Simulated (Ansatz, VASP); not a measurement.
TiO2: VASP and Ansatz over several settings

```
CELL_PARAMETERS angstrom
-1.92921 1.92921 4.85060
1.92921 -1.92921 4.85060
1.92921 1.92921 -4.85060
ATOMIC_POSITIONS crystal
Ti 0.75000 0.25000 0.50000
Ti 0.00000 0.00000 0.00000
O 0.79190 0.79190 0.00000
O 0.54190 0.04190 0.50000
O 0.95810 0.45810 0.50000
O 0.20810 0.20810 0.00000
```

Single points on this cell with VASP 6.6.1 and Ansatz 0.2.0. Each row is one pair of runs. Alike in all rows: spin: off; k mesh: 10 × 10 × 10; smearing: fermi-dirac, width 0.05 eV.

```csv
level,"VASP's potentials, cutoff","Ansatz's potentials, cutoff","gap on the k mesh at the Fermi level (eV), VASP","gap on the k mesh at the Fermi level (eV), Ansatz","least direct gap on the mesh (eV), VASP","least direct gap on the mesh (eV), Ansatz"
RPBE,"VASP PAW PBE potentials, release 64 (Ti_sv, O), 520 eV","Ansatz PAW, 420 eV",2.02,2.04,2.34,2.36
PBE exchange alone,"VASP PAW PBE potentials, release 64 (Ti_sv, O), 520 eV","Ansatz PAW, 420 eV",2.02,2.04,2.34,2.36
LDA,"VASP PAW LDA potentials, release 64 (Ti_sv, O), 520 eV","PseudoDojo standard (LDA files), 1143 eV",1.88,?,2.22,?
```

**Question.** Fill in what Ansatz gave in row 3.

**Answer.** gap on the k mesh at the Fermi level (eV): 1.93; least direct gap on the mesh (eV): 2.27.
